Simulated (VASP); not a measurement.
# Al3Cu2 (P-3m1) in VASP: notebook

Runs on Al3Cu2. Level: r2SCAN. Tasks: single point.

All numbers are computed with VASP 6.6.1; they aren't measurements. Logs are shortened: lines on timing, memory, paths and dates and some standing lists are left out, and cuts for length are marked.

## Step 1: The cell of the first run

Symmetry: P-3m1, No. 164, trigonal system. Conventional cell: a = 4.092 Å, b = 4.092 Å, c = 4.993 Å, α = 90.00°, β = 90.00°, γ = 120.00°. Al (site symmetry -3m) has 6 Cu at 2.49 Å and 6 Al at 2.94 Å within 3.3 Å. Al (site symmetry 3m) has 5 Cu at 2.44 to 2.55 Å and 6 Al at 2.80 to 2.94 Å within 3.2 Å. Within 3.2 Å of Cu (site symmetry 3m) lie 8 Al at 2.44 to 2.55 Å and 3 Cu at 2.85 Å.

## Step 2: Single point, r2SCAN

Contents of POSCAR:

```
Al3Cu2
1.0
    4.0919516368      0.0000000000      0.0000000000
   -2.0459758184      3.5437340685      0.0000000000
    0.0000000000      0.0000000000      4.9927787000
Al Cu
3 2
Direct
    0.0000000000      0.0000000000      0.0000000000
    0.3333333333      0.6666666667      0.3499253500
    0.6666666667      0.3333333333      0.6500746500
    0.3333333333      0.6666666667      0.8395121300
    0.6666666667      0.3333333333      0.1604878700
```

Contents of INCAR.step1:

```
PREC = Accurate ; ENCUT = 520
ISMEAR = 0 ; SIGMA = 0.1
LREAL = False ; LASPH = True
NELM = 60 ; NBANDS = 24
GGA = PE ; ALGO = Normal
EDIFF = 1E-4 ; LWAVE = True
LCHARG = False
```

Contents of INCAR.step2:

```
PREC = Accurate ; ENCUT = 520
EDIFF = 1E-6 ; ISMEAR = 0
SIGMA = 0.1 ; LREAL = False
LASPH = True ; NELM = 60
ALGO = Normal ; ISIF = 2
LWAVE = False ; LCHARG = True
METAGGA = R2SCAN ; LMIXTAU = True
LELF = True ; LVHAR = True
NBANDS = 24 ; ISTART = 1
```

Contents of KPOINTS:

```
Automatic mesh
0
Gamma
  12 12 6
```

Potentials or basis: VASP PAW PBE potentials, release 64 (Al, Cu).

Run with:

```bash
> cat potpaw_PBE.64/Al/POTCAR potpaw_PBE.64/Cu/POTCAR > POTCAR
> cp INCAR.step1 INCAR
> mpirun -np 1 vasp_std > vasp.out
> cp INCAR.step2 INCAR
> mpirun -np 1 vasp_std > vasp.out
```

OUTCAR:

```text
PREC = Accurate
   ENCUT = 520
   EDIFF = 1E-6
   ISMEAR = 0
   LREAL = False
   LASPH = True
   NELM = 60
   ISIF = 2
   METAGGA = R2SCAN
   ISTART = 1

 ion  position               nearest neighbor table
   1  0.000  0.000  0.000-   4 2.49   5 2.49   4 2.49   5 2.49   5 2.49   4 2.49   2 2.94   3 2.94
                             2 2.94   3 2.94   2 2.94   3 2.94
   2  0.333  0.667  0.350-   4 2.44   5 2.54   5 2.54   5 2.54   4 2.55   3 2.80   3 2.80   3 2.80
                             1 2.94   1 2.94   1 2.94
   3  0.667  0.333  0.650-   5 2.44   4 2.54   4 2.54   4 2.54   5 2.55   2 2.80   2 2.80   2 2.80
                             1 2.94   1 2.94   1 2.94
   4  0.333  0.667  0.840-   2 2.44   1 2.49   1 2.49   1 2.49   3 2.54   3 2.54   3 2.54   2 2.55

   5  0.667  0.333  0.160-   3 2.44   1 2.49   1 2.49   1 2.49   2 2.54   2 2.54   2 2.54   3 2.55

  LATTYP: Found a hexagonal cell.
 ALAT       =     4.0919516368
 C/A-ratio  =     1.2201460680

  Lattice vectors:

 A1 = (   4.0919516368,   0.0000000000,   0.0000000000)
 A2 = (  -2.0459758184,   3.5437340685,   0.0000000000)
 A3 = (   0.0000000000,   0.0000000000,   4.9927787000)

Analysis of symmetry for initial positions (statically):
=====================================================================
 Subroutine PRICEL returns:
 Original cell was already a primitive cell.

 Routine SETGRP: Setting up the symmetry group for a
 hexagonal supercell.

 Subroutine GETGRP returns: Found 12 space group operations
 (whereof 12 operations were pure point group operations)
 out of a pool of 24 trial point group operations.

The static configuration has the point symmetry D_3d.

Analysis of symmetry for dynamics (positions and initial velocities):
=====================================================================
 Subroutine PRICEL returns:
 Original cell was already a primitive cell.

 Routine SETGRP: Setting up the symmetry group for a
 hexagonal supercell.

 Subroutine GETGRP returns: Found 12 space group operations
 (whereof 12 operations were pure point group operations)
 out of a pool of 24 trial point group operations.

The dynamic configuration has the point symmetry D_3d.

 Subroutine INISYM returns: Found 12 space group operations
 (whereof 12 operations are pure point group operations),
 and found     1 'primitive' translations

----------------------------------------------------------------------------------------

                                     Primitive cell

  volume of cell :      72.3992

  direct lattice vectors                    reciprocal lattice vectors
     4.091951637  0.000000000  0.000000000     0.244382165  0.141094109  0.000000000
    -2.045975818  3.543734069  0.000000000     0.000000000  0.282188217  0.000000000
     0.000000000  0.000000000  4.992778700     0.000000000  0.000000000  0.200289270

  length of vectors
     4.091951637  4.091951637  4.992778700     0.282188217  0.282188217  0.200289270

  position of ions in fractional coordinates (direct lattice)
     0.000000000  0.000000000  0.000000000
     0.333333333  0.666666667  0.349925350
     0.666666667  0.333333333  0.650074650
     0.333333333  0.666666667  0.839512130
     0.666666667  0.333333333  0.160487870

  ion indices of the primitive-cell ions
   primitive index   ion index
                 1           1
                 2           2
                 3           3
                 4           4
                 5           5

----------------------------------------------------------------------------------------

 KPOINTS: Automatic mesh

Automatic generation of k-mesh.
 Grid dimensions read from file:
 generate k-points for:   12   12    6

 Generating k-lattice:

  Cartesian coordinates                     Fractional coordinates (reciprocal lattice)
     0.020365180  0.011757842  0.000000000     0.083333333  0.000000000  0.000000000
     0.000000000  0.023515685  0.000000000     0.000000000  0.083333333  0.000000000
     0.000000000  0.000000000  0.033381545     0.000000000  0.000000000  0.166666667

  Length of vectors
     0.023515685  0.023515685  0.033381545

  Shift w.r.t. Gamma in fractional coordinates (k-lattice)
     0.000000000  0.000000000  0.000000000

 Subroutine IBZKPT returns following result:
 ===========================================

 Found    100 irreducible k-points:

 Following reciprocal coordinates:
            Coordinates               Weight
  0.000000  0.000000  0.000000      1.000000
  0.083333  0.000000  0.000000      6.000000
  0.166667  0.000000  0.000000      6.000000
  0.250000  0.000000  0.000000      6.000000
  0.333333  0.000000  0.000000      6.000000
  0.416667  0.000000  0.000000      6.000000
[... 16 lines left out ...]
  0.166667  0.000000  0.166667      6.000000
  0.000000  0.166667  0.166667      6.000000
 [... further k-points ...]
   k-points           NKPTS =    100   k-points in BZ     NKDIM =    100   number of bands    NBANDS=     24
   number of dos      NEDOS =    301   number of ions     NIONS =      5
   total plane-waves  NPLWV =  36000
   dimension x,y,z NGX =    30 NGY =   30 NGZ =   40
   dimension x,y,z NGXF=    60 NGYF=   60 NGZF=   80
   ions per type =               3   2
   NGX,Y,Z   is equivalent  to a cutoff of  12.19, 12.19, 13.32 a.u.
   NGXF,Y,Z  is equivalent  to a cutoff of  24.38, 24.38, 26.64 a.u.
 SYSTEM =  unknown system
   PREC   = accura    normal or accurate (medium, high low for compatibility)
   ISTART =      1    job   : 0-new  1-cont  2-samecut
   ICHARG =      0    charge: 1-file 2-atom 10-const
   ISPIN  =      1    spin polarized calculation?
   LNONCOLLINEAR =      F non collinear calculations
   LSORBIT =      F    spin-orbit coupling
   LASPH  =      T    aspherical Exc in radial PAW
   ENCUT  =  520.0 eV  38.22 Ry    6.18 a.u.   7.61  7.61  9.28*2*pi/ulx,y,z
   NELM   =     60;   NELMIN=  2; NELMDL=  0     # of ELM steps
   EDIFF  = 0.1E-05   stopping-criterion for ELM
   LREAL  =      F    real-space projection
   EDIFFG = 0.1E-04   stopping-criterion for IOM
   NSW    =      0    number of steps for IOM
   IBRION =     -1    ionic relax: 0-MD 1-quasi-New 2-CG
   NFREE  =      0    steps in history (QN), initial steepest desc. (CG)
   ISIF   =      2    stress and relaxation
   ISYM   =      2    0-nonsym 1-usesym 2-fastsym
   POTIM  = 0.5000    time-step for ionic-motion
   TEBEG  =    0.0;   TEEND  =   0.0 temperature during run
   PSTRESS=    0.0 pullay stress
   NELECT =      31.0000    total number of electrons
   NUPDOWN=      -1.0000    fix difference up-down
   EMIN   =  10.00;   EMAX   =-10.00  energy-range for DOS
   EFERMI =   0.00;   METHOD = LEGACY
   ISMEAR =     0;   SIGMA  =   0.10  broadening in eV -4-tet -1-fermi 0-gaus
   EFERMI_NEDOS =   21; number of points for ismear=-14 and -15
   IALGO  =     38    algorithm
   IMIX   =      4    mixing-type and parameters
     AMIX     =   0.40;   BMIX     =  1.00
     AMIX_MAG =   1.60;   BMIX_MAG =  1.00
  volume/ion in A,a.u.               =      14.48        97.71
  Fermi-wavevector in a.u.,A,eV,Ry     =   1.233912  2.331755 20.715388  1.522538
  Thomas-Fermi vector in A             =   2.368623
   LORBIT       =      0    0 simple, 1 ext, 2 COOP (PROOUT), +10 PAW based schemes
   METAGGA = R2SCAN    functional components
   LHFCALC =     F    Hartree Fock is set to
   AEXX    =    0.0000 exact exchange contribution
   IVDW    =     0    specifies the selected vdW correction
   LEPSILON=     F    determine dielectric tensor
   LRPA    =     F    only Hartree local field effects (RPA)
 non-spin polarized calculation
 Gauss-broadening in eV      SIGMA  =   0.10
  energy-cutoff  :      520.00
  volume of cell :       72.40
 maximum number of plane-waves:      2010
   NGX = 15   NGY = 15   NGZ = 19

 number of electron      30.9999996 magnetization

 Free energy of the ion-electron system (eV)
  ---------------------------------------------------
  ext. energy  EPLUGINS =         0.00000000
  ---------------------------------------------------
  free energy    TOTEN  =       -42.81196463 eV

  energy without entropy =      -42.80671725  energy(sigma->0) =      -42.80934094

 E-fermi :   8.3128     XC(G=0): -11.7654

 val. band max:        8.2990397783   @ k =   0.0833   0.0000   0.3333
 cond. band min:       8.3166234029   @ k =  -0.0833   0.3333   0.3333
 fundamental gap:      0.0175836246
 Fermi energy:         8.3128419853

 k-point     1 :       0.0000    0.0000    0.0000
  band No.  band energies     occupation
      1      -3.5153      2.00000
      2       1.6089      2.00000
      3       2.1834      2.00000
      4       2.7800      2.00000
      5       2.7801      2.00000
      6       3.1453      2.00000
[... 16 lines left out ...]
     23      14.5243      0.00000
     24      14.5243      0.00000

 k-point     2 :       0.0833    0.0000    0.0000
  band No.  band energies     occupation
      1      -3.4280      2.00000
      2       1.6567      2.00000
      3       2.1837      2.00000
      4       2.7928      2.00000
      5       2.8066      2.00000
      6       3.1271      2.00000
[... 16 lines left out ...]
     23      14.2731      0.00000
     24      14.3500      0.00000

 k-point     3 :       0.1667    0.0000    0.0000
  band No.  band energies     occupation
      1      -3.1672      2.00000
      2       1.7834      2.00000
      3       2.1585      2.00000
      4       2.8209      2.00000
      5       2.8835      2.00000
      6       3.0777      2.00000
[... 16 lines left out ...]
     23      13.9187      0.00000
     24      14.4128      0.00000
[... 514 lines left out ...]
 k-point    23 :       0.1667    0.0000    0.1667
  band No.  band energies     occupation
      1      -3.0023      2.00000
      2       0.9453      2.00000
      3       2.3965      2.00000
      4       2.7424      2.00000
      5       2.8573      2.00000
      6       3.1305      2.00000
[... 16 lines left out ...]
     23      14.4290      0.00000
     24      15.0689      0.00000

 k-point    24 :       0.0000    0.1667    0.1667
  band No.  band energies     occupation
      1      -3.0018      2.00000
      2       0.9361      2.00000
      3       2.3623      2.00000
      4       2.8057      2.00000
      5       2.8579      2.00000
      6       3.0749      2.00000
[... 16 lines left out ...]
     23      14.4245      0.00000
     24      14.9837      0.00000

 [... further k-points ...]

------------------------ aborting loop because EDIFF is reached ----------------------------------------

  FORCE on cell =-STRESS in cart. coord.  units (eV):
  Direction    XX          YY          ZZ          XY          YZ          ZX
  --------------------------------------------------------------------------------------
  -------------------------------------------------------------------------------------
  Total        0.2199122      0.2199122      0.0456967      0.0000000      0.0000000      0.0000000
  in kB        4.8666030      4.8666030      1.0112568      0.0000000      0.0000000      0.0000000
  external PRESSURE =       3.5814876 kB  Pullay stress =       0.0000000 kB

 VOLUME and BASIS-vectors are now :
 -----------------------------------------------------------------------------
  energy-cutoff  :      520.00
  volume of cell :       72.40
      direct lattice vectors                 reciprocal lattice vectors
     4.091951637  0.000000000  0.000000000     0.244382165  0.141094109  0.000000000
    -2.045975818  3.543734069  0.000000000     0.000000000  0.282188217  0.000000000
     0.000000000  0.000000000  4.992778700     0.000000000  0.000000000  0.200289270

 POSITION                                       TOTAL-FORCE (eV/Angst)
 -----------------------------------------------------------------------------------
      0.00000      0.00000      0.00000         0.000000      0.000000      0.000000
     -0.00000      2.36249      1.74710         0.000000      0.000000      0.017244
      2.04598      1.18124      3.24568         0.000000      0.000000     -0.017244
     -0.00000      2.36249      4.19150        -0.000000     -0.000000      0.017250
      2.04598      1.18124      0.80128        -0.000000      0.000000     -0.017250
 -----------------------------------------------------------------------------------
    total drift:                               -0.000000      0.000000      0.000000

  FREE ENERGIE OF THE ION-ELECTRON SYSTEM (eV)
  ---------------------------------------------------
  free  energy   TOTEN  =       -42.8119646310 eV

  energy  without entropy=      -42.8067172508  energy(sigma->0) =      -42.80934094
```

Wall time 6.9 min (1 thread of AMD EPYC 9R45 (Zen 5), shared host); peak memory 0.26 GiB.

Results:

| Quantity | Value |
| --- | --- |
| Free energy | -42.8120 eV |
| Pressure | 0.4 GPa |
| Largest force | 0.017 eV/Å |

Forces in eV/Å, atoms in the order of the input:
```
Al   0.000  0.000  0.000
Al   0.000  0.000  0.017
Al   0.000  0.000 -0.017
Cu   0.000  0.000  0.017
Cu   0.000  0.000 -0.017
```

Levels at points of the mesh, in eV from the Fermi level:
| k point | band 12 | band 13 | band 14 | band 15 | band 16 | band 17 | band 18 | band 19 |
| --- | --- | --- | --- | --- | --- | --- | --- | --- |
| (0.00, 0.00, 0.00) | -3.77 | -3.76 | -0.18 | -0.18 | 1.43 | 1.43 | 2.95 | 3.44 |
| (0.50, 0.00, 0.00) | -4.23 | -3.23 | -3.17 | -2.69 | -0.76 | 0.11 | 0.56 | 3.16 |
| (0.00, 0.00, 0.50) | -4.32 | 1.28 | 1.28 | 1.40 | 1.40 | 1.88 | 2.57 | 2.57 |
| (0.50, 0.00, 0.50) | -4.34 | -4.26 | -3.64 | -1.87 | -0.17 | 0.95 | 1.15 | 5.52 |

Caveat: the PAW data sets were made with another functional, which shifts forces and pressure a little.

(Continued in part 2 of 2.)
